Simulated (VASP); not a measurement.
Set up this calculation in VASP 6.6.1, as the native input.

```yaml
Task: single point
Functional: PBEsol
Potentials_or_basis: VASP PAW PBE potentials, release 64 (Li_sv, F)
Cutoff: 520 eV
k_mesh: 20 × 20 × 20
Occupations: fermi-dirac, width 0.1 eV
Spin: no spin polarisation
Dipole_correction: no
Further_INCAR_settings: ALGO = Normal; EDIFF = 1e-06; NBANDS = 12
```

The structure of LiF lies in POSCAR:

```
LiF
1.0
    0.0000000000      2.0039662102      2.0039662102
    2.0039662102      0.0000000000      2.0039662102
    2.0039662102      2.0039662102      0.0000000000
Li F
1 1
Direct
    0.0000000000      0.0000000000      0.0000000000
    0.5000000000      0.5000000000      0.5000000000
```

The input as run:

INCAR

```
SYSTEM = LiF
  PREC = Accurate
  ENCUT = 520
  EDIFF = 1E-6
  ISMEAR = -1
  SIGMA = 0.1
  LREAL = .FALSE.
  LASPH = .TRUE.
  NELM = 80
  ALGO = Normal
  ISIF = 2
  LWAVE = .FALSE.
  LCHARG = .FALSE.
  GGA = PS
  NBANDS = 12
```

KPOINTS

```
regular mesh
0
G
  20 20 20
  0 0 0
```

Potentials or basis: VASP PAW PBE potentials, release 64 (Li_sv, F).

Run with:

```console
$ cat potpaw_PBE.64/Li_sv/POTCAR potpaw_PBE.64/F/POTCAR > POTCAR
$ mpirun -np 1 vasp_std > vasp.out
```

It gave:

* Band gap on the k mesh: 9.05 eV

Wall time 27 s on 1 thread of Intel(R) Xeon(R) Platinum 8488C (Sapphire Rapids), on a shared host, peak memory 0.16 GiB.
